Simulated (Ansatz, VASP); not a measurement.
**One calculation of ScF3, two programs**

```
Sc F
1.0
     3.99903    0.00000    0.00000
     0.00000    3.99903    0.00000
     0.00000    0.00000    3.99903
Sc F
1 3
Direct
  0.00000 0.00000 0.00000
  0.50000 0.00000 0.00000
  0.00000 0.50000 0.00000
  0.00000 0.00000 0.50000
```

Change from the starting cell: volume scaled by 0.99.

Alike in both runs: task single point; functional LDA; k mesh 6 × 6 × 6; occupations fermi-dirac, width 0.02 eV; no spin polarisation.

|  | VASP | Ansatz |
| --- | --- | --- |
| version | VASP 6.6.1 | Ansatz 0.2.0 |
| potentials or method | VASP PAW LDA potentials, release 64 (Sc_sv, F), cutoff 520 eV | all-electron LAPW, scalar-relativistic |

VASP gave:

```
gap on the k mesh at the Fermi level (eV) : 6.24
pressure (GPa)                            : -1.3
```

Question: Which values does Ansatz return?

Answer: gap on the k mesh at the Fermi level (eV): 6.26; pressure (GPa): -2.0.

LDA's correlation is that of Perdew and Zunger in VASP and of Perdew and Wang (1992) in Ansatz. Ansatz ran all-electron here, and VASP with PAW potentials.
